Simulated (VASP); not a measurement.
A run of VASP 6.6.1:

The input INCAR:

```
SYSTEM = Ti2Al
PREC     = Accurate       ! precision mode
ENCUT    = 520            ! plane-wave cutoff, eV
EDIFF    = 1E-6           ! SCF threshold, eV
ISMEAR   = 0              ! smearing method
SIGMA    = 0.1            ! smearing width, eV
LREAL    = .FALSE.        ! projectors in reciprocal space
LASPH    = .TRUE.         ! aspherical terms in the spheres
NELM     = 100            ! most SCF steps
ALGO     = Normal         ! electronic algorithm
ISIF     = 2              ! what is computed and relaxed
LWAVE    = .FALSE.        ! write WAVECAR
LCHARG   = .FALSE.        ! write CHGCAR
GGA      = PE             ! functional
NBANDS   = 20             ! bands
```

File KPOINTS:

```
Automatic mesh
0
G
  14 14 14
  0 0 0
```

Contents of POSCAR:

```
Ti2Al
1.0
    0.0000000000      3.0896570568      3.0896570568
    3.0896570568      0.0000000000      3.0896570568
    3.0896570568      3.0896570568      0.0000000000
Ti Al
2 1
Direct
    0.2500000000      0.2500000000      0.2500000000
    0.7500000000      0.7500000000      0.7500000000
    0.0000000000      0.0000000000      0.0000000000
```

Potentials or basis: VASP PAW PBE potentials, release 64 (Ti_sv, Al).

Launch:

```sh
$ cat potpaw_PBE.64/Ti_sv/POTCAR potpaw_PBE.64/Al/POTCAR > POTCAR
$ mpirun -np 1 vasp_std > vasp.out
```

Hardware: 1 thread of Intel Xeon 8259CL, on a shared host.

Estimate the wall time of this run.

Wall time 2.4 min on 1 thread of Intel Xeon 8259CL, with other jobs on the host, peak memory 0.25 GiB. Counts: scf iterations 13, k points 104.
